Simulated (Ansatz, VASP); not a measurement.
# Zr3Si2 in VASP and in Ansatz

The input POSCAR:

```
Zr3Si2
1.0
    7.1084398562      0.0000000000      0.0000000000
    0.0000000000      7.1084398562      0.0000000000
    0.0000000000      0.0000000000      3.7051280719
Zr Si
6 4
Direct
    0.1739136669      0.6739136669      0.5000000000
    0.8260863331      0.3260863331      0.5000000000
    0.3260863331      0.1739136669      0.5000000000
    0.6739136669      0.8260863331      0.5000000000
    0.0000000000      0.0000000000      0.0000000000
    0.5000000000      0.5000000000      0.0000000000
    0.6219463333      0.1219463333      0.0000000000
    0.3780536667      0.8780536667      0.0000000000
    0.8780536667      0.6219463333      0.0000000000
    0.1219463333      0.3780536667      0.0000000000
```

File INCAR.step1:

```
SYSTEM = Zr3Si2
ALGO     = Normal         ! electronic algorithm
EDIFF    = 1E-4           ! SCF threshold, eV
ENCUT    = 520            ! plane-wave cutoff, eV
GGA      = PE             ! functional
ISMEAR   = 0              ! smearing method
LASPH    = .TRUE.         ! aspherical terms in the spheres
LCHARG   = .FALSE.        ! write CHGCAR
LREAL    = .FALSE.        ! projectors in reciprocal space
LWAVE    = .TRUE.         ! write WAVECAR
NBANDS   = 55             ! bands
NELM     = 100            ! most SCF steps
PREC     = Accurate       ! precision mode
SIGMA    = 0.15           ! smearing width, eV
```

INCAR.step2

```
SYSTEM = Zr3Si2
ALGO     = Normal         ! electronic algorithm
EDIFF    = 1E-7           ! SCF threshold, eV
ENCUT    = 520            ! plane-wave cutoff, eV
ISIF     = 2              ! what is computed and relaxed
ISMEAR   = 0              ! smearing method
ISTART   = 1            
LASPH    = .TRUE.         ! aspherical terms in the spheres
LCHARG   = .FALSE.        ! write CHGCAR
LMIXTAU  = .TRUE.       
LREAL    = .FALSE.        ! projectors in reciprocal space
LWAVE    = .FALSE.        ! write WAVECAR
METAGGA  = R2SCAN         ! meta-GGA
NBANDS   = 55             ! bands
NELM     = 100            ! most SCF steps
PREC     = Accurate       ! precision mode
SIGMA    = 0.15           ! smearing width, eV
```

KPOINTS

```
k-points
0
G
  6 6 10
  0 0 0
```

Input for Ansatz:

```yaml
crystal:
  lattice:
    - [7.1084398562, 0.0, 0.0]
    - [0.0, 7.1084398562, 0.0]
    - [0.0, 0.0, 3.7051280719]
  atoms:
    - { symbol: Zr, position: [0.1739136669, 0.6739136669, 0.5] }
    - { symbol: Zr, position: [0.8260863331, 0.3260863331, 0.5] }
    - { symbol: Zr, position: [0.3260863331, 0.1739136669, 0.5] }
    - { symbol: Zr, position: [0.6739136669, 0.8260863331, 0.5] }
    - { symbol: Zr, position: [0.0, 0.0, 0.0] }
    - { symbol: Zr, position: [0.5, 0.5, 0.0] }
    - { symbol: Si, position: [0.6219463333, 0.1219463333, 0.0] }
    - { symbol: Si, position: [0.3780536667, 0.8780536667, 0.0] }
    - { symbol: Si, position: [0.8780536667, 0.6219463333, 0.0] }
    - { symbol: Si, position: [0.1219463333, 0.3780536667, 0.0] }
basis:
  ecutwfc: 500
kpoints:
  mp_grid: { grid: [6, 6, 10] }
hamiltonian:
  xc: r2scan
scf:
  occupations: { method: gaussian, width: 0.15 }
output:
  forces: true
  stress: true
  eigenvalues: true
```

Alike in both runs: task single point; functional r2SCAN; k mesh 6 × 6 × 10; occupations gaussian, width 0.15 eV; no spin polarisation.

|  | VASP | Ansatz |
| --- | --- | --- |
| version | VASP 6.6.1 | Ansatz 0.2.0 |
| potentials or method | VASP PAW PBE potentials, release 64 (Zr_sv, Si), cutoff 520 eV | scalar-relativistic, plane waves, PAW |
| valence electrons in the cell | 88 | 88 |

|  | VASP | Ansatz | Ansatz less VASP |
| --- | --- | --- | --- |
| gap on the k mesh at the Fermi level (eV) | none | none | - |
| pressure (GPa) | 0.0 | 0.0 | -0.01 |

VASP's potentials were made for PBE, not for r2SCAN. A gap of «none» marks a metal or a gap that the smearing closes. The functional is the same, so the differences come from potentials, cutoffs and numerics.
